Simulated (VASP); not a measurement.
A run of VASP 6.6.1 is set up as follows.

INCAR

```
PREC = Accurate
ENCUT = 520
EDIFF = 1E-8
ISMEAR = -1
SIGMA = 0.05
LREAL = F
LASPH = T
NELM = 80
ALGO = Normal
ISIF = 2
LWAVE = F
LCHARG = F
GGA = CA
LEFG = T
NBANDS = 11
```

Contents of KPOINTS:

```
regular mesh
0
Gamma
  18 18 18
```

File POSCAR:

```
Pd
1.0
    0.0000000000      1.9704937245      1.9704937245
    1.9704937245      0.0000000000      1.9704937245
    1.9704937245      1.9704937245      0.0000000000
Pd
1
Direct
    0.0000000000      0.0000000000      0.0000000000
```

Potentials or basis: VASP PAW LDA potentials, release 64 (Pd).

The run is started by

```sh
$ cat potpaw_LDA.64/Pd/POTCAR > POTCAR
$ mpirun -np 1 vasp_std > vasp.out
```

(1) Predict the pressure.

(2) What does it give for the band gap on the k mesh?

## Answers

(1) -14.2 GPa.

(2) zero (bands 5 and 6 overlap by 1.49 eV).

Caveat: the cell stands under tension.
